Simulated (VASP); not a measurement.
# Zn4O (Fd-3m) in VASP: notebook

Runs on Zn4O. Level: PBE. Tasks: single point, relaxation of cell and atoms.

Program: VASP 6.6.1. These are calculated values, not measurements. Logs are shortened: lines on timing, memory, paths and dates and some standing lists are left out, and cuts for length are marked.

### Step 1. The cell of the first run

The structure is cubic, space group Fd-3m (No. 227). The conventional cell has a = 8.397 Å, b = 8.397 Å, c = 8.397 Å, α = 90.00°, β = 90.00°, γ = 90.00°. Within 2.6 Å of Zn (site symmetry 3m) lie 1 O at 1.95 Å. Within 2.6 Å of O (site symmetry -43m) lie 4 Zn at 1.95 Å.

The cell was generated, and may not be a known phase.

### Step 2. Single point, PBE

Input file INCAR:

```
PREC = Accurate ; ENCUT = 520
EDIFF = 1E-7 ; ISMEAR = 0
SIGMA = 0.1 ; LREAL = False
LASPH = True ; NELM = 60
ALGO = Normal ; ISIF = 2
LWAVE = False ; LCHARG = False
GGA = PE ; NBANDS = 65
```

Input file KPOINTS:

```
regular mesh
0
Gamma
  4 4 4
```

Input file POSCAR:

```
Zn4O
1.0
    0.0000000000      4.1982631500      4.1982631500
    4.1982631500      0.0000000000      4.1982631500
    4.1982631500      4.1982631500      0.0000000000
Zn O
8 2
Direct
    0.3838792200      0.3838792200      0.3838792200
    0.3838792200      0.3838792200      0.8483623500
    0.3838792200      0.8483623500      0.3838792200
    0.8483623500      0.3838792200      0.3838792200
    0.8661207800      0.8661207800      0.4016376500
    0.8661207800      0.8661207800      0.8661207800
    0.8661207800      0.4016376500      0.8661207800
    0.4016376500      0.8661207800      0.8661207800
    0.0000000000      0.0000000000      0.0000000000
    0.2500000000      0.2500000000      0.2500000000
```

Potentials or basis: VASP PAW PBE potentials, release 64 (Zn, O).

The run is started by

```bash
> cat potpaw_PBE.64/Zn/POTCAR potpaw_PBE.64/O/POTCAR > POTCAR
> mpirun -np 1 vasp_std > vasp.out
```

OUTCAR:

```text
PREC = Accurate
   ENCUT = 520
   EDIFF = 1E-7
   ISMEAR = 0
   LREAL = False
   LASPH = True
   NELM = 60
   ISIF = 2
   GGA = PE

 ion  position               nearest neighbor table
   1  0.384  0.384  0.384-  10 1.95   3 2.76   4 2.76   2 2.76   7 2.97   8 2.97   5 2.97   8 2.97
                             5 2.97   7 2.97
   2  0.384  0.384  0.848-  10 1.95   3 2.76   4 2.76   1 2.76   8 2.97   7 2.97   6 2.97   6 2.97
                             8 2.97   7 2.97
   3  0.384  0.848  0.384-  10 1.95   2 2.76   4 2.76   1 2.76   8 2.97   5 2.97   6 2.97   6 2.97
                             5 2.97   8 2.97
   4  0.848  0.384  0.384-  10 1.95   2 2.76   3 2.76   1 2.76   7 2.97   5 2.97   6 2.97   6 2.97
                             5 2.97   7 2.97
   5  0.866  0.866  0.402-   9 1.95   7 2.76   8 2.76   6 2.76   3 2.97   4 2.97   1 2.97   1 2.97
                             3 2.97   4 2.97
   6  0.866  0.866  0.866-   9 1.95   7 2.76   8 2.76   5 2.76   3 2.97   4 2.97   2 2.97   3 2.97
                             2 2.97   4 2.97
   7  0.866  0.402  0.866-   9 1.95   6 2.76   8 2.76   5 2.76   2 2.97   4 2.97   1 2.97   1 2.97
                             2 2.97   4 2.97
   8  0.402  0.866  0.866-   9 1.95   6 2.76   7 2.76   5 2.76   2 2.97   3 2.97   1 2.97   1 2.97
                             2 2.97   3 2.97
   9  0.000  0.000  0.000-   5 1.95   7 1.95   8 1.95   6 1.95
  10  0.250  0.250  0.250-   2 1.95   3 1.95   4 1.95   1 1.95

  LATTYP: Found a face centered cubic cell.
 ALAT       =     8.3965263000

  Lattice vectors:

 A1 = (   0.0000000000,   4.1982631500,   4.1982631500)
 A2 = (   4.1982631500,   0.0000000000,   4.1982631500)
 A3 = (   4.1982631500,   4.1982631500,   0.0000000000)

Analysis of symmetry for initial positions (statically):
=====================================================================
 Subroutine PRICEL returns:
 Original cell was already a primitive cell.

 Routine SETGRP: Setting up the symmetry group for a
 face centered cubic supercell.

 Subroutine GETGRP returns: Found 48 space group operations
 (whereof 24 operations were pure point group operations)
 out of a pool of 48 trial point group operations.

The static configuration has the point symmetry T_d .
 The point group associated with its full space group is O_h .

Analysis of symmetry for dynamics (positions and initial velocities):
=====================================================================
 Subroutine PRICEL returns:
 Original cell was already a primitive cell.

 Routine SETGRP: Setting up the symmetry group for a
 face centered cubic supercell.

 Subroutine GETGRP returns: Found 48 space group operations
 (whereof 24 operations were pure point group operations)
 out of a pool of 48 trial point group operations.

The dynamic configuration has the point symmetry T_d .
 The point group associated with its full space group is O_h .

 Subroutine INISYM returns: Found 48 space group operations
 (whereof 24 operations are pure point group operations),
 and found     1 'primitive' translations

----------------------------------------------------------------------------------------

                                     Primitive cell

  volume of cell :     147.9922

  direct lattice vectors                    reciprocal lattice vectors
     0.000000000  4.198263150  4.198263150    -0.119096870  0.119096870  0.119096870
     4.198263150  0.000000000  4.198263150     0.119096870 -0.119096870  0.119096870
     4.198263150  4.198263150  0.000000000     0.119096870  0.119096870 -0.119096870

  length of vectors
     5.937240685  5.937240685  5.937240685     0.206281830  0.206281830  0.206281830

  position of ions in fractional coordinates (direct lattice)
     0.383879220  0.383879220  0.383879220
     0.383879220  0.383879220  0.848362350
     0.383879220  0.848362350  0.383879220
     0.848362350  0.383879220  0.383879220
     0.866120780  0.866120780  0.401637650
     0.866120780  0.866120780  0.866120780
     0.866120780  0.401637650  0.866120780
     0.401637650  0.866120780  0.866120780
     0.000000000  0.000000000  0.000000000
     0.250000000  0.250000000  0.250000000

  ion indices of the primitive-cell ions
   primitive index   ion index
                 1           1
                 2           2
                 3           3
                 4           4
                 5           5
                 6           6
                 7           7
                 8           8
                 9           9
                10          10

----------------------------------------------------------------------------------------

 KPOINTS: regular mesh

Automatic generation of k-mesh.
 Grid dimensions read from file:
 generate k-points for:    4    4    4

 Generating k-lattice:

  Cartesian coordinates                     Fractional coordinates (reciprocal lattice)
    -0.029774217  0.029774217  0.029774217     0.250000000  0.000000000  0.000000000
     0.029774217 -0.029774217  0.029774217     0.000000000  0.250000000  0.000000000
     0.029774217  0.029774217 -0.029774217     0.000000000  0.000000000  0.250000000

  Length of vectors
     0.051570457  0.051570457  0.051570457

  Shift w.r.t. Gamma in fractional coordinates (k-lattice)
     0.000000000  0.000000000  0.000000000

 Subroutine IBZKPT returns following result:
 ===========================================

 Found      8 irreducible k-points:

 Following reciprocal coordinates:
            Coordinates               Weight
  0.000000  0.000000  0.000000      1.000000
  0.250000  0.000000  0.000000      8.000000
  0.500000  0.000000  0.000000      4.000000
  0.250000  0.250000  0.000000      6.000000
  0.500000  0.250000  0.000000     24.000000
 -0.250000  0.250000  0.000000     12.000000
  0.500000  0.500000  0.000000      3.000000
 -0.250000  0.500000  0.250000      6.000000
   k-points           NKPTS =      8   k-points in BZ     NKDIM =      8   number of bands    NBANDS=     65
   number of dos      NEDOS =    301   number of ions     NIONS =     10
   total plane-waves  NPLWV = 110592
   dimension x,y,z NGX =    48 NGY =   48 NGZ =   48
   dimension x,y,z NGXF=    96 NGYF=   96 NGZF=   96
   ions per type =               8   2
   NGX,Y,Z   is equivalent  to a cutoff of  13.44, 13.44, 13.44 a.u.
   NGXF,Y,Z  is equivalent  to a cutoff of  26.88, 26.88, 26.88 a.u.
 SYSTEM =  unknown system
   PREC   = accura    normal or accurate (medium, high low for compatibility)
   ISTART =      0    job   : 0-new  1-cont  2-samecut
   ICHARG =      2    charge: 1-file 2-atom 10-const
   ISPIN  =      1    spin polarized calculation?
   LNONCOLLINEAR =      F non collinear calculations
   LSORBIT =      F    spin-orbit coupling
   LASPH  =      T    aspherical Exc in radial PAW
   ENCUT  =  520.0 eV  38.22 Ry    6.18 a.u.  11.04 11.04 11.04*2*pi/ulx,y,z
   NELM   =     60;   NELMIN=  2; NELMDL= -5     # of ELM steps
   EDIFF  = 0.1E-06   stopping-criterion for ELM
   LREAL  =      F    real-space projection
   EDIFFG = 0.1E-05   stopping-criterion for IOM
   NSW    =      0    number of steps for IOM
   IBRION =     -1    ionic relax: 0-MD 1-quasi-New 2-CG
   NFREE  =      0    steps in history (QN), initial steepest desc. (CG)
   ISIF   =      2    stress and relaxation
   ISYM   =      2    0-nonsym 1-usesym 2-fastsym
   POTIM  = 0.5000    time-step for ionic-motion
   TEBEG  =    0.0;   TEEND  =   0.0 temperature during run
   PSTRESS=    0.0 pullay stress
   NELECT =     108.0000    total number of electrons
   NUPDOWN=      -1.0000    fix difference up-down
   EMIN   =  10.00;   EMAX   =-10.00  energy-range for DOS
   EFERMI =   0.00;   METHOD = LEGACY
   ISMEAR =     0;   SIGMA  =   0.10  broadening in eV -4-tet -1-fermi 0-gaus
   EFERMI_NEDOS =   21; number of points for ismear=-14 and -15
   IALGO  =     38    algorithm
   IMIX   =      4    mixing-type and parameters
     AMIX     =   0.40;   BMIX     =  1.00
     AMIX_MAG =   1.60;   BMIX_MAG =  1.00
  volume/ion in A,a.u.               =      14.80        99.87
  Fermi-wavevector in a.u.,A,eV,Ry     =   1.473906  2.785278 29.557278  2.172399
  Thomas-Fermi vector in A             =   2.588742
   LORBIT       =      0    0 simple, 1 ext, 2 COOP (PROOUT), +10 PAW based schemes
   GGA     = PE    functional components
   LHFCALC =     F    Hartree Fock is set to
   AEXX    =    0.0000 exact exchange contribution
   IVDW    =     0    specifies the selected vdW correction
   LEPSILON=     F    determine dielectric tensor
   LRPA    =     F    only Hartree local field effects (RPA)
 non-spin polarized calculation
 Gauss-broadening in eV      SIGMA  =   0.10
  energy-cutoff  :      520.00
  volume of cell :      147.99
 maximum number of plane-waves:      4001
 NGX is ok and might be reduce to    48
   NGX = 23   NGY = 23   NGZ = 23

 number of electron     108.0000002 magnetization

 Free energy of the ion-electron system (eV)
  ---------------------------------------------------
  ext. energy  EPLUGINS =         0.00000000
  ---------------------------------------------------
  free energy    TOTEN  =       -21.06601395 eV

  energy without entropy =      -21.03932415  energy(sigma->0) =      -21.05266905

 E-fermi :   3.0209     XC(G=0): -11.0636

 val. band max:        2.7804578616   @ k =   0.2500   0.0000   0.0000
 cond. band min:       3.0552043058   @ k =   0.5000   0.2500   0.0000
 fundamental gap:      0.2747464441
 Fermi energy:         3.0209471549

 k-point     1 :       0.0000    0.0000    0.0000
  band No.  band energies     occupation
      1     -17.1260      2.00000
      2     -16.9323      2.00000
      3      -5.7063      2.00000
      4      -5.6461      2.00000
      5      -5.6461      2.00000
      6      -5.6461      2.00000
[... 57 lines left out ...]
     64      10.0654      0.00000
     65      10.0654      0.00000

 k-point     2 :       0.2500    0.0000    0.0000
  band No.  band energies     occupation
      1     -17.1022      2.00000
      2     -16.9499      2.00000
      3      -5.8716      2.00000
      4      -5.5909      2.00000
      5      -5.5901      2.00000
      6      -5.5901      2.00000
[... 57 lines left out ...]
     64       8.0983      0.00000
     65      10.2193      0.00000

 k-point     3 :       0.5000    0.0000    0.0000
  band No.  band energies     occupation
      1     -17.0703      2.00000
      2     -16.9756      2.00000
      3      -5.9721      2.00000
      4      -5.5578      2.00000
      5      -5.5174      2.00000
      6      -5.5174      2.00000
[... 57 lines left out ...]
     64       9.0889      0.00000
     65       9.4088      0.00000

 k-point     4 :       0.2500    0.2500    0.0000
  band No.  band energies     occupation
      1     -17.0931      2.00000
      2     -16.9569      2.00000
      3      -5.8244      2.00000
      4      -5.7049      2.00000
      5      -5.5599      2.00000
      6      -5.5599      2.00000
[... 57 lines left out ...]
     64       8.8751      0.00000
     65       8.8751      0.00000

 k-point     5 :       0.5000    0.2500    0.0000
  band No.  band energies     occupation
      1     -17.0556      2.00000
      2     -16.9882      2.00000
      3      -5.9218      2.00000
      4      -5.6805      2.00000
      5      -5.4903      2.00000
      6      -5.3764      2.00000
[... 57 lines left out ...]
     64       9.2170      0.00000
     65       9.3934      0.00000

 k-point     6 :      -0.2500    0.2500    0.0000
  band No.  band energies     occupation
      1     -17.0708      2.00000
      2     -16.9751      2.00000
      3      -5.9479      2.00000
      4      -5.5739      2.00000
      5      -5.5311      2.00000
      6      -5.4497      2.00000
[... 57 lines left out ...]
     64       8.6616      0.00000
     65       9.3589      0.00000

 k-point     7 :       0.5000    0.5000    0.0000
  band No.  band energies     occupation
      1     -17.0209      2.00000
      2     -17.0209      2.00000
      3      -5.8109      2.00000
      4      -5.8109      2.00000
      5      -5.4590      2.00000
      6      -5.4590      2.00000
[... 57 lines left out ...]
     64       8.1390      0.00000
     65       8.6092      0.00000

 k-point     8 :      -0.2500    0.5000    0.2500
  band No.  band energies     occupation
      1     -17.0209      2.00000
      2     -17.0209      2.00000
      3      -5.8291      2.00000
      4      -5.8291      2.00000
      5      -5.3605      2.00000
      6      -5.3605      2.00000
[... 57 lines left out ...]
     64       7.8634      0.00000
     65       9.5437      0.00000

------------------------ aborting loop because EDIFF is reached ----------------------------------------

  FORCE on cell =-STRESS in cart. coord.  units (eV):
  Direction    XX          YY          ZZ          XY          YZ          ZX
  --------------------------------------------------------------------------------------
  -------------------------------------------------------------------------------------
  Total        2.9676552      2.9676552      2.9676552      0.0000000     -0.0000000      0.0000000
  in kB       32.1281011     32.1281011     32.1281011      0.0000000     -0.0000000      0.0000000
  external PRESSURE =      32.1281011 kB  Pullay stress =       0.0000000 kB

 VOLUME and BASIS-vectors are now :
 -----------------------------------------------------------------------------
  energy-cutoff  :      520.00
  volume of cell :      147.99
      direct lattice vectors                 reciprocal lattice vectors
     0.000000000  4.198263150  4.198263150    -0.119096870  0.119096870  0.119096870
     4.198263150  0.000000000  4.198263150     0.119096870 -0.119096870  0.119096870
     4.198263150  4.198263150  0.000000000     0.119096870  0.119096870 -0.119096870

 POSITION                                       TOTAL-FORCE (eV/Angst)
 -----------------------------------------------------------------------------------
      3.22325      3.22325      3.22325         0.579878      0.579878      0.579878
      5.17327      5.17327      3.22325        -0.579878     -0.579878      0.579878
      5.17327      3.22325      5.17327        -0.579878      0.579878     -0.579878
      3.22325      5.17327      5.17327         0.579878     -0.579878     -0.579878
      5.32238      5.32238      7.27241         0.579878      0.579878     -0.579878
      7.27241      7.27241      7.27241        -0.579878     -0.579878     -0.579878
      5.32238      7.27241      5.32238         0.579878     -0.579878      0.579878
      7.27241      5.32238      5.32238        -0.579878      0.579878      0.579878
      0.00000      0.00000      0.00000         0.000000      0.000000      0.000000
      2.09913      2.09913      2.09913        -0.000000      0.000000      0.000000
 -----------------------------------------------------------------------------------
    total drift:                                0.000000      0.000000     -0.000000

  FREE ENERGIE OF THE ION-ELECTRON SYSTEM (eV)
  ---------------------------------------------------
  free  energy   TOTEN  =       -21.0660139540 eV

  energy  without entropy=      -21.0393241520  energy(sigma->0) =      -21.05266905
```

Run time: 2.5 min. Hardware: 1 thread of Intel Xeon 8259CL, shared host; peak memory 0.34 GiB.

What came out:

* Free energy: -21.0660 eV
* Pressure: 3.2 GPa
* Largest force: 1.004 eV/Å
* Band gap on the k mesh: zero (bands 54 and 55 overlap by 1.12 eV)

Forces on the atoms (eV/Å):
```
Zn   0.580  0.580  0.580
Zn  -0.580 -0.580  0.580
Zn  -0.580  0.580 -0.580
Zn   0.580 -0.580 -0.580
Zn   0.580  0.580 -0.580
Zn  -0.580 -0.580 -0.580
Zn   0.580 -0.580  0.580
Zn  -0.580  0.580  0.580
O    0.000  0.000  0.000
O    0.000  0.000  0.000
```

Caveat: the cell stands under pressure; forces of over 1 eV/Å act on the atoms, so gaps and moduli don't describe the material at rest.

### Step 3. Single point, PBE

This run uses another cell than the first one, of 14.88 Å³/atom.

Input file INCAR:

```
PREC = Accurate ; ENCUT = 520
EDIFF = 1E-6 ; ISMEAR = 0
SIGMA = 0.1 ; LREAL = F
LASPH = T ; NELM = 100
ALGO = Normal ; ISIF = 2
LWAVE = F ; LCHARG = T
GGA = PE ; LELF = T
LVHAR = T ; NBANDS = 65
```

KPOINTS is that of step 2.

Input file POSCAR:

```
Zn4O
1.0
    0.0000000000      4.2060556466      4.2060556466
    4.2060556466      0.0000000000      4.2060556466
    4.2060556466      4.2060556466      0.0000000000
Zn O
8 2
Direct
    0.3877347375      0.3877347375      0.3877347375
    0.3877347375      0.3877347375      0.8367957875
    0.3877347375      0.8367957875      0.3877347375
    0.8367957875      0.3877347375      0.3877347375
    0.8622652625      0.8622652625      0.4132042125
    0.8622652625      0.8622652625      0.8622652625
    0.8622652625      0.4132042125      0.8622652625
    0.4132042125      0.8622652625      0.8622652625
    0.0000000000      0.0000000000      0.0000000000
    0.2500000000      0.2500000000      0.2500000000
```

Potentials or basis: VASP PAW PBE potentials, release 64 (Zn, O).

The run is started by

```bash
> cat potpaw_PBE.64/Zn/POTCAR potpaw_PBE.64/O/POTCAR > POTCAR
> mpirun -np 1 vasp_std > vasp.out
```

Run time: 2.4 min. Hardware: 1 thread of Intel Xeon 8259CL, shared host; peak memory 0.34 GiB.

The run converged. Its results:

```
Free energy            : -21.3134 eV
Pressure               : 0.5 GPa
Largest force          : 0.074 eV/Å
Band gap on the k mesh : zero (bands 54 and 55 overlap by 1.08 eV)
```

Forces in eV/Å, atoms in the order of the input:
```
Zn   0.042  0.042  0.042
Zn  -0.042 -0.042  0.042
Zn  -0.042  0.042 -0.042
Zn   0.042 -0.042 -0.042
Zn   0.042  0.042 -0.042
Zn  -0.042 -0.042 -0.042
Zn   0.042 -0.042  0.042
Zn  -0.042  0.042  0.042
O    0.000  0.000  0.000
O    0.000  0.000  0.000
```

Levels at points of the mesh, in eV from the Fermi level:
```tsv
k point	band 51	band 52	band 53	band 54	band 55	band 56	band 57	band 58
(0.00, 0.00, 0.00)	-2.07	-2.07	-2.07	-0.98	-0.98	-0.22	-0.22	-0.22
(0.50, 0.00, 0.00)	-2.52	-2.52	-2.01	0.10	0.10	1.65	1.75	1.75
(0.50, 0.50, 0.00)	-1.89	-1.89	-1.62	-1.62	1.69	1.69	2.45	2.45
```

[end of part 1 of 2]

The gap in the log of VASP goes by the Fermi energy; the results here count the filled bands.